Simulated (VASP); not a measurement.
# K2MnRu2 (Ibam) in VASP: single point with PBE

Aim: the single point of K2MnRu2 with PBE.

Everything below comes from runs of VASP 6.6.1. Logs are shortened: lines on timing, memory, paths and dates and some standing lists are left out, and cuts for length are marked.

**1. The cell of the first run**

Symmetry: Ibam, No. 72, orthorhombic system. The conventional cell has a = 6.641 Å, b = 12.105 Å, c = 5.919 Å, α = 90.00°, β = 90.00°, γ = 90.00°. Within 3.1 Å of Mn (site symmetry 222) lie 4 Ru at 2.33 Å and 2 Mn at 2.96 Å. Ru (site symmetry m) has 2 Mn at 2.33 Å and 5 K at 3.02 to 3.20 Å within 3.3 Å. Within 4.2 Å of K (site symmetry m) lie 6 Ru at 3.02 to 3.63 Å and 2 Mn at 3.26 Å and 7 K at 3.61 to 4.14 Å.

**2. Single point, PBE**

INCAR

```
SYSTEM = K2MnRu2
PREC     = Accurate       ! precision mode
ENCUT    = 500            ! plane-wave cutoff, eV
EDIFF    = 1E-6           ! SCF threshold, eV
ISMEAR   = 0              ! smearing method
SIGMA    = 0.0138         ! smearing width, eV
LREAL    = .False.        ! projectors in reciprocal space
LASPH    = .True.         ! aspherical terms in the spheres
NELM     = 120            ! most SCF steps
ALGO     = Normal         ! electronic algorithm
ISIF     = 2              ! what is computed and relaxed
LWAVE    = .False.        ! write WAVECAR
LCHARG   = .True.         ! write CHGCAR
GGA      = PE             ! functional
LELF     = .True.         ! ELF
LVHAR    = .True.       
NBANDS   = 70             ! bands
GGA_COMPAT= .False.
```

KPOINTS

```
regular mesh
0
Gamma
  5 5 5
  0 0 0
```

POSCAR

```
K2MnRu2
1.0
    0.0000000000      0.0000000000      5.9192540000
    6.6406010000      0.0000000000      0.0000000000
    3.3203000000      6.0524110000     -2.9596270000
Mn Ru K
2 4 4
Direct
    0.2500000000      0.0000000000      0.0000000000
    0.7500000000      0.0000000000      0.0000000000
    0.8965000000      0.2988000000      0.7930000000
    0.1035000000      0.7012000000      0.2070000000
    0.6035000000      0.0918000000      0.2070000000
    0.3965000000      0.9082000000      0.7930000000
    0.1478000000      0.1972000000      0.2956000000
    0.8522000000      0.8028000000      0.7044000000
    0.3522000000      0.4928000000      0.7044000000
    0.6478000000      0.5072000000      0.2956000000
```

Potentials or basis: VASP PAW PBE potentials, release 64 (Mn_pv, Ru_pv, K_sv).

Started as:

```bash
> cat potpaw_PBE.64/Mn_pv/POTCAR potpaw_PBE.64/Ru_pv/POTCAR potpaw_PBE.64/K_sv/POTCAR > POTCAR
> mpirun -np 1 vasp_std > vasp.out
```

OUTCAR:

```text
SYSTEM = K2MnRu2
   PREC = Accurate
   ENCUT = 500
   EDIFF = 1E-6
   ISMEAR = 0
   LREAL = .False.
   LASPH = .True.
   NELM = 120
   ISIF = 2
   GGA = PE

 ion  position               nearest neighbor table
   1  0.250  0.000  0.000-   5 2.33   6 2.33   3 2.33   4 2.33   2 2.96   2 2.96   8 3.26   7 3.26
                            10 3.26   9 3.26
   2  0.750  0.000  0.000-   6 2.33   5 2.33   4 2.33   3 2.33   1 2.96   1 2.96   7 3.26   8 3.26
                             9 3.26  10 3.26
   3  0.897  0.299  0.793-   1 2.33   2 2.33  10 3.02   8 3.10   9 3.17   9 3.17   7 3.20
   4  0.103  0.701  0.207-   2 2.33   1 2.33   9 3.02   7 3.10  10 3.17  10 3.17   8 3.20
   5  0.603  0.092  0.207-   1 2.33   2 2.33   8 3.02  10 3.10   7 3.17   7 3.17   9 3.20
   6  0.397  0.908  0.793-   2 2.33   1 2.33   7 3.02   9 3.10   8 3.17   8 3.17  10 3.20
   7  0.148  0.197  0.296-   6 3.02   4 3.10   5 3.17   5 3.17   3 3.20   2 3.26   1 3.26  10 3.61
                            10 3.61
   8  0.852  0.803  0.704-   5 3.02   3 3.10   6 3.17   6 3.17   4 3.20   1 3.26   2 3.26   9 3.61
                             9 3.61
   9  0.352  0.493  0.704-   4 3.02   6 3.10   3 3.17   3 3.17   5 3.20   2 3.26   1 3.26   8 3.61
                             8 3.61
  10  0.648  0.507  0.296-   3 3.02   5 3.10   4 3.17   4 3.17   6 3.20   1 3.26   2 3.26   7 3.61
                             7 3.61

  LATTYP: Found a body centered orthorhombic cell.
 ALAT       =     5.9192540000
 B/A-ratio  =     1.1218645120
 C/A-ratio  =     2.0449911425

  Lattice vectors:

 A1 = (   3.3203010000,  -6.0524110000,   2.9596270000)
 A2 = (  -3.3203000000,  -6.0524110000,  -2.9596270000)
 A3 = (   3.3203000000,   6.0524110000,  -2.9596270000)

Analysis of symmetry for initial positions (statically):
=====================================================================
 Subroutine PRICEL returns:
 Original cell was already a primitive cell.

 Routine SETGRP: Setting up the symmetry group for a
 body centered orthorhombic supercell.

 Subroutine GETGRP returns: Found  8 space group operations
 (whereof  4 operations were pure point group operations)
 out of a pool of  8 trial point group operations.

The static configuration has the point symmetry C_2h.
 The point group associated with its full space group is D_2h.

Analysis of symmetry for dynamics (positions and initial velocities):
=====================================================================
 Subroutine PRICEL returns:
 Original cell was already a primitive cell.

 Routine SETGRP: Setting up the symmetry group for a
 body centered orthorhombic supercell.

 Subroutine GETGRP returns: Found  8 space group operations
 (whereof  4 operations were pure point group operations)
 out of a pool of  8 trial point group operations.

The dynamic configuration has the point symmetry C_2h.
 The point group associated with its full space group is D_2h.

 Subroutine INISYM returns: Found  8 space group operations
 (whereof  4 operations are pure point group operations),
 and found     1 'primitive' translations

----------------------------------------------------------------------------------------

                                     Primitive cell

  volume of cell :     237.9046

  direct lattice vectors                    reciprocal lattice vectors
     0.000000000  0.000000000  5.919254000     0.000000000  0.082611706  0.168940208
     6.640601000  0.000000000  0.000000000     0.150588780 -0.082611694  0.000000000
     3.320300000  6.052411000 -2.959627000     0.000000000  0.165223413  0.000000000

  length of vectors
     5.919254000  6.640601000  7.511022765     0.188057140  0.171760509  0.165223413

  position of ions in fractional coordinates (direct lattice)
     0.250000000  0.000000000  0.000000000
     0.750000000  0.000000000  0.000000000
     0.896500000  0.298800000  0.793000000
     0.103500000  0.701200000  0.207000000
     0.603500000  0.091800000  0.207000000
     0.396500000  0.908200000  0.793000000
     0.147800000  0.197200000  0.295600000
     0.852200000  0.802800000  0.704400000
     0.352200000  0.492800000  0.704400000
     0.647800000  0.507200000  0.295600000

  ion indices of the primitive-cell ions
   primitive index   ion index
                 1           1
                 2           2
                 3           3
                 4           4
                 5           5
                 6           6
                 7           7
                 8           8
                 9           9
                10          10

----------------------------------------------------------------------------------------

 KPOINTS: regular mesh

Automatic generation of k-mesh.
 Grid dimensions read from file:
 generate k-points for:    5    5    5

 Generating k-lattice:

  Cartesian coordinates                     Fractional coordinates (reciprocal lattice)
     0.000000000  0.016522341  0.033788042     0.200000000  0.000000000  0.000000000
     0.030117756 -0.016522339  0.000000000     0.000000000  0.200000000  0.000000000
     0.000000000  0.033044683  0.000000000     0.000000000  0.000000000  0.200000000

  Length of vectors
     0.037611428  0.034352102  0.033044683

  Shift w.r.t. Gamma in fractional coordinates (k-lattice)
     0.000000000  0.000000000  0.000000000

 Subroutine IBZKPT returns following result:
 ===========================================

 Found     27 irreducible k-points:

 Following reciprocal coordinates:
            Coordinates               Weight
  0.000000  0.000000  0.000000      1.000000
  0.200000  0.000000  0.000000      4.000000
  0.400000  0.000000  0.000000      4.000000
  0.000000  0.200000 -0.000000      4.000000
  0.200000  0.200000 -0.000000      4.000000
  0.400000  0.200000 -0.000000      8.000000
[... 16 lines left out ...]
  0.200000 -0.200000  0.200000      8.000000
  0.400000 -0.200000  0.200000      4.000000
 [... further k-points ...]
   k-points           NKPTS =     27   k-points in BZ     NKDIM =     27   number of bands    NBANDS=     70
   number of dos      NEDOS =    301   number of ions     NIONS =     10
   total plane-waves  NPLWV = 129024
   dimension x,y,z NGX =    48 NGY =   48 NGZ =   56
   dimension x,y,z NGXF=    96 NGYF=   96 NGZF=  112
   ions per type =               2   4   4
   NGX,Y,Z   is equivalent  to a cutoff of  13.48, 12.02, 12.39 a.u.
   NGXF,Y,Z  is equivalent  to a cutoff of  26.96, 24.03, 24.79 a.u.
 SYSTEM =  K2MnRu2
   PREC   = accura    normal or accurate (medium, high low for compatibility)
   ISTART =      0    job   : 0-new  1-cont  2-samecut
   ICHARG =      2    charge: 1-file 2-atom 10-const
   ISPIN  =      1    spin polarized calculation?
   LNONCOLLINEAR =      F non collinear calculations
   LSORBIT =      F    spin-orbit coupling
   LASPH  =      T    aspherical Exc in radial PAW
   ENCUT  =  500.0 eV  36.75 Ry    6.06 a.u.  10.79 12.11 13.69*2*pi/ulx,y,z
   NELM   =    120;   NELMIN=  2; NELMDL= -5     # of ELM steps
   EDIFF  = 0.1E-05   stopping-criterion for ELM
   LREAL  =      F    real-space projection
   EDIFFG = 0.1E-04   stopping-criterion for IOM
   NSW    =      0    number of steps for IOM
   IBRION =     -1    ionic relax: 0-MD 1-quasi-New 2-CG
   NFREE  =      0    steps in history (QN), initial steepest desc. (CG)
   ISIF   =      2    stress and relaxation
   ISYM   =      2    0-nonsym 1-usesym 2-fastsym
   POTIM  = 0.5000    time-step for ionic-motion
   TEBEG  =    0.0;   TEEND  =   0.0 temperature during run
   PSTRESS=    0.0 pullay stress
   NELECT =     118.0000    total number of electrons
   NUPDOWN=      -1.0000    fix difference up-down
   EMIN   =  10.00;   EMAX   =-10.00  energy-range for DOS
   EFERMI =   0.00;   METHOD = LEGACY
   ISMEAR =     0;   SIGMA  =   0.01  broadening in eV -4-tet -1-fermi 0-gaus
   EFERMI_NEDOS =   21; number of points for ismear=-14 and -15
   IALGO  =     38    algorithm
   IMIX   =      4    mixing-type and parameters
     AMIX     =   0.40;   BMIX     =  1.00
     AMIX_MAG =   1.60;   BMIX_MAG =  1.00
  volume/ion in A,a.u.               =      23.79       160.55
  Fermi-wavevector in a.u.,A,eV,Ry     =   1.295889  2.448876 22.848660  1.679329
  Thomas-Fermi vector in A             =   2.427380
   LORBIT       =      0    0 simple, 1 ext, 2 COOP (PROOUT), +10 PAW based schemes
   GGA     = PE    functional components
   LHFCALC =     F    Hartree Fock is set to
   AEXX    =    0.0000 exact exchange contribution
   IVDW    =     0    specifies the selected vdW correction
   LEPSILON=     F    determine dielectric tensor
   LRPA    =     F    only Hartree local field effects (RPA)
 non-spin polarized calculation
 Gauss-broadening in eV      SIGMA  =   0.01
  energy-cutoff  :      500.00
  volume of cell :      237.90
 maximum number of plane-waves:      6058
 NGX is ok and might be reduce to    48
   NGX = 21   NGY = 25   NGZ = 27

 number of electron     117.9999993 magnetization

 Free energy of the ion-electron system (eV)
  ---------------------------------------------------
  ext. energy  EPLUGINS =         0.00000000
  ---------------------------------------------------
  free energy    TOTEN  =       -46.38950156 eV

  energy without entropy =      -46.38735606  energy(sigma->0) =      -46.38842881

 E-fermi :   3.9009     XC(G=0):  -9.6900

 val. band max:        3.8981411838   @ k =   0.2000   0.4000  -0.0000
 cond. band min:       3.9052532081   @ k =   0.4000   0.0000   0.0000
 fundamental gap:      0.0071120243
 Fermi energy:         3.9008515202

 k-point     1 :       0.0000    0.0000    0.0000
  band No.  band energies     occupation
      1     -44.6436      2.00000
      2     -44.6389      2.00000
      3     -44.6326      2.00000
      4     -44.6281      2.00000
      5     -44.5657      2.00000
      6     -44.4861      2.00000
[... 62 lines left out ...]
     69       5.1516      0.00000
     70       5.9982      0.00000
[... 1677 lines left out ...]
     69       5.5003      0.00000
     70       5.9102      0.00000

 [... further k-points ...]

------------------------ aborting loop because EDIFF is reached ----------------------------------------

  FORCE on cell =-STRESS in cart. coord.  units (eV):
  Direction    XX          YY          ZZ          XY          YZ          ZX
  --------------------------------------------------------------------------------------
  -------------------------------------------------------------------------------------
  Total       -0.8076014      0.6649144      0.2961306     -0.0000001      0.0000000      0.0000000
  in kB       -5.4388220      4.4778912      1.9943025     -0.0000004      0.0000000      0.0000000
  external PRESSURE =       0.3444572 kB  Pullay stress =       0.0000000 kB

 VOLUME and BASIS-vectors are now :
 -----------------------------------------------------------------------------
  energy-cutoff  :      500.00
  volume of cell :      237.90
      direct lattice vectors                 reciprocal lattice vectors
     0.000000000  0.000000000  5.919254000     0.000000000  0.082611706  0.168940208
     6.640601000  0.000000000  0.000000000     0.150588780 -0.082611694  0.000000000
     3.320300000  6.052411000 -2.959627000     0.000000000  0.165223413  0.000000000

 POSITION                                       TOTAL-FORCE (eV/Angst)
 -----------------------------------------------------------------------------------
      0.00000      0.00000      1.47981         0.000000      0.000000      0.000000
      0.00000      0.00000      4.43944         0.000000      0.000000     -0.000000
      4.61721      4.79956      2.95963        -2.388969      2.061856     -0.000000
      5.34369      1.25285     -0.00000         2.388969     -2.061856      0.000000
      1.29691      1.25285      2.95963        -2.388968     -2.061856      0.000000
      8.66399      4.79956      0.00000         2.388968      2.061856     -0.000000
      2.29101      1.78909     -0.00000        -0.021014     -0.091988      0.000000
      7.66989      4.26332      2.95963         0.021014      0.091988     -0.000000
      5.61131      4.26332      0.00000        -0.021014      0.091988     -0.000000
      4.34959      1.78909      2.95963         0.021014     -0.091988      0.000000
 -----------------------------------------------------------------------------------
    total drift:                                0.000000      0.000000     -0.000000

  FREE ENERGIE OF THE ION-ELECTRON SYSTEM (eV)
  ---------------------------------------------------
  free  energy   TOTEN  =       -46.3895015572 eV

  energy  without entropy=      -46.3873560595  energy(sigma->0) =      -46.38842881
```

It took 21 min on 1 thread of Intel Xeon 8259CL, shared host; peak memory 0.57 GiB.

What came out:

```
Free energy            : -46.3895 eV
Pressure               : 0.0 GPa
Largest force          : 3.156 eV/Å
Band gap on the k mesh : zero (bands 59 and 60 overlap by 0.25 eV)
```

Forces on the atoms (eV/Å):
```
Mn   0.000  0.000  0.000
Mn   0.000  0.000  0.000
Ru  -2.389  2.062  0.000
Ru   2.389 -2.062  0.000
Ru  -2.389 -2.062  0.000
Ru   2.389  2.062  0.000
K   -0.021 -0.092  0.000
K    0.021  0.092  0.000
K   -0.021  0.092  0.000
K    0.021 -0.092  0.000
```

Levels at points of the mesh, in eV from the Fermi level:
| k point | band 57 | band 58 | band 59 | band 60 | band 61 | band 62 |
| --- | --- | --- | --- | --- | --- | --- |
| (0.00, 0.00, 0.00) | -0.38 | -0.25 | -0.04 | 0.11 | 0.22 | 0.42 |

Caveat: the run has no spin polarisation, though such a crystal can be magnetic; forces of over 1 eV/Å act on the atoms, so gaps and moduli don't describe the material at rest. Spin polarisation is off, so any magnetic state and its effect on volume and gap are missing.
